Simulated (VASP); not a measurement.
Hf2SnS3:

```
Hf Sn S
1.0
     4.28522    0.00000    0.00000
    -2.14261    3.71111    0.00000
     0.00000    0.00000    8.45914
Hf Sn S
2 1 3
Cartesian
  0.0000 2.4741 6.3613
  0.0000 2.4741 2.0978
  2.1426 1.2370 4.2296
  2.1426 1.2370 0.0000
  0.0000 0.0000 4.2296
  0.0000 0.0000 0.0000
```

```yaml
Program: VASP 6.6.1
Task: relaxation of cell and atoms
Functional: PBE
Potentials_or_basis: VASP PAW PBE potentials, release 64 (Hf_pv, Sn_d, S)
Cutoff: 600 eV
k_mesh: 6 × 6 × 2
Occupations: gaussian, width 0.1 eV
Spin: no spin polarisation
```

At the start: pressure -3.7 GPa; volume 22.42 Å³/atom.

Q: How do energy, volume and symmetry change on relaxing?

A: Over 16 steps the energy falls by 649.6 meV/atom and the volume is 19.04 Å³/atom (-15.1 %); space group P-6m2 (No. 187, to 0.05 Å).

The path:
| step | energy change (eV) | largest force (eV/Å) | pressure (GPa) | volume (Å³) |
| --- | --- | --- | --- | --- |
| 1 | 0.0000 | 0.8723 | -3.74 | 134.53 |
| 2 | -2.3821 | 0.7594 | -3.43 | 123.44 |
| 3 | 16.6172 | 24.8140 | 125.27 | 79.03 |
| 4 | -2.7281 | 0.9590 | -1.96 | 120.43 |
| 5 | -2.9371 | 0.1451 | 13.80 | 101.57 |
| 6 | -3.7448 | 0.4108 | 6.19 | 107.80 |
| 7 | -3.5599 | 0.7990 | 0.83 | 114.33 |
| 8 | -3.8159 | 0.5374 | 3.67 | 110.27 |
| 9 | -3.8171 | 0.5085 | 4.17 | 109.71 |
| 10 | -3.8232 | 0.1219 | -2.92 | 118.04 |
| 11 | -3.8847 | 0.2493 | 0.25 | 113.82 |
| 12 | -3.8935 | 0.1463 | -0.35 | 114.52 |
| 13 | -3.8935 | 0.1504 | -0.32 | 114.48 |
| 14 | -3.8965 | 0.0815 | 0.11 | 113.97 |
| 15 | -3.8969 | 0.0485 | 0.35 | 113.71 |
| 16 | -3.8978 | 0.0008 | -0.06 | 114.22 |

Final structure:
```cif
data_structure
_symmetry_space_group_name_H-M 'P 1'
_symmetry_Int_Tables_number 1
_cell_length_a 4.6020
_cell_length_b 4.6020
_cell_length_c 6.2273
_cell_angle_alpha 90.000
_cell_angle_beta 90.000
_cell_angle_gamma 120.000
_cell_volume 114.22
loop_
_atom_site_label
_atom_site_type_symbol
_atom_site_fract_x
_atom_site_fract_y
_atom_site_fract_z
_atom_site_occupancy
Hf1 Hf 0.33333 0.66667 0.75831 1
Hf2 Hf 0.33333 0.66667 0.24169 1
Sn1 Sn 0.66667 0.33333 0.50000 1
S1 S 0.66667 0.33333 0.00000 1
S2 S 0.00000 0.00000 0.50000 1
S3 S 0.00000 0.00000 0.00000 1
```

Caveat: the k points lie up to 0.50 Å⁻¹ apart in the final cell; the volume moved by over 15 % at a fixed basis, so the end points are rough.
